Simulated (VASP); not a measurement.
Set up this calculation in VASP 6.6.1, as the native input.

```yaml
Task: single point
Functional: r2SCAN
Potentials_or_basis: VASP PAW PBE potentials, release 64 (Mg, S)
Cutoff: 520 eV
k_mesh: 8 × 8 × 8
Occupations: gaussian, width 0.01 eV
Spin: no spin polarisation
Dipole_correction: no
Further_INCAR_settings: ALGO = Normal; EDIFF = 1e-07; NBANDS = 11
```

The system is MgS.

```
Mg S
1.0
     0.00000    2.83088    2.83088
     2.83088    0.00000    2.83088
     2.83088    2.83088    0.00000
Mg S
1 1
Cartesian
  0.0000 0.0000 0.0000
  1.4154 1.4154 1.4154
```

The input as run:

POSCAR

```
MgS
1.0
    0.0000000000      2.8308768404      2.8308768404
    2.8308768404      0.0000000000      2.8308768404
    2.8308768404      2.8308768404      0.0000000000
Mg S
1 1
Direct
    0.0000000000      0.0000000000      0.0000000000
    0.2500000000      0.2500000000      0.2500000000
```

INCAR.step1

```
  ALGO = Normal
  EDIFF = 1E-4
  ENCUT = 520
  GGA = PE
  ISMEAR = 0
  LASPH = T
  LCHARG = F
  LREAL = F
  LWAVE = T
  NBANDS = 11
  NELM = 80
  PREC = Accurate
  SIGMA = 0.01
```

INCAR.step2

```
  ALGO = Normal
  EDIFF = 1E-7
  ENCUT = 520
  ISIF = 2
  ISMEAR = 0
  ISTART = 1
  LASPH = T
  LCHARG = F
  LMIXTAU = T
  LREAL = F
  LWAVE = F
  METAGGA = R2SCAN
  NBANDS = 11
  NELM = 80
  PREC = Accurate
  SIGMA = 0.01
```

KPOINTS

```
k-points
0
Gamma
  8 8 8
```

Potentials or basis: VASP PAW PBE potentials, release 64 (Mg, S).

Launch:

```bash
$ cat potpaw_PBE.64/Mg/POTCAR potpaw_PBE.64/S/POTCAR > POTCAR
$ cp INCAR.step1 INCAR
$ mpirun -np 1 vasp_std > vasp.out
$ cp INCAR.step2 INCAR
$ mpirun -np 1 vasp_std > vasp.out
```

Results of the run:

The pressure is -0.3 GPa. The band gap on the k mesh is 4.13 eV, direct.

Caveat: the PAW data sets were made with another functional, which shifts forces and pressure a little.

It took 77 s on 1 thread of Intel Xeon 6975P-C (shared host), peak memory 0.17 GiB.
